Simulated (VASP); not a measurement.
Wanted: the native input for a VASP 6.6.1 run.

```
Task                   : single point
Functional             : LDA
Potentials or basis    : VASP PAW LDA potentials, release 64 (Ge_d)
Cutoff                 : 520 eV
k mesh                 : 14 × 14 × 14
Occupations            : gaussian, width 0.1 eV
Spin                   : no spin polarisation
Dipole correction      : no
Further INCAR settings : ALGO = Normal; EDIFF = 1e-07; NBANDS = 21
```

The structure of Ge lies in POSCAR:

```
Ge
1.0
    0.0000000000      2.7823194702      2.7823194702
    2.7823194702      0.0000000000      2.7823194702
    2.7823194702      2.7823194702      0.0000000000
Ge
2
Direct
    0.5000000000      0.5000000000      0.5000000000
    0.7500000000      0.7500000000      0.7500000000
```

These files were run (other wordings do the same):

INCAR

```
  PREC = Accurate
  ENCUT = 520
  EDIFF = 1E-7
  ISMEAR = 0
  SIGMA = 0.1
  LREAL = False
  LASPH = True
  NELM = 80
  ALGO = Normal
  ISIF = 2
  LWAVE = False
  LCHARG = False
  NBANDS = 21
```

KPOINTS

```
regular mesh
0
Gamma
  14 14 14
```

Potentials or basis: VASP PAW LDA potentials, release 64 (Ge_d).

The run is started by

```console
$ cat potpaw_LDA.64/Ge_d/POTCAR > POTCAR
$ mpirun -np 1 vasp_std > vasp.out
```

Results of the run:

The pressure is 2.5 GPa and the band gap on the k mesh is 0.22 eV (least direct gap 0.32 eV).

Caveat: semilocal functionals underestimate gaps, and a narrow one can read as zero.

Run time: 110 s on 1 thread of Intel Xeon 8259CL, on a shared host, peak memory 0.2 GiB.
